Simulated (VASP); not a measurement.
Input of a VASP 6.6.1 run:

INCAR

```
SYSTEM = Cu
PREC = Accurate
ENCUT = 520
EDIFF = 1E-6
ISMEAR = -1
SIGMA = 0.05
LREAL = .FALSE.
LASPH = .TRUE.
NELM = 60
ALGO = Normal
ISIF = 2
LWAVE = .FALSE.
LCHARG = .FALSE.
GGA = PE
NBANDS = 18
```

The input KPOINTS:

```
regular mesh
0
G
  17 17 9
  0 0 0
```

POSCAR

```
Cu
1.0
    2.5806796364      0.0000000000      0.0000000000
   -1.2903398182      2.2349341241      0.0000000000
    0.0000000000      0.0000000000      4.2694876080
Cu
2
Direct
    0.3333333333      0.6666666667      0.2500000000
    0.6666666667      0.3333333333      0.7500000000
```

Potentials or basis: VASP PAW PBE potentials, release 64 (Cu).

Run with:

```bash
$ cat potpaw_PBE.64/Cu/POTCAR > POTCAR
$ mpirun -np 1 vasp_std > vasp.out
```

Q: What does it give for the band gap on the k mesh?

A: Zero (band 11 reaches 10.71 eV, above the bottom of band 12 at 5.23 eV).

Q: Estimate the pressure.

A: -3.0 GPa.
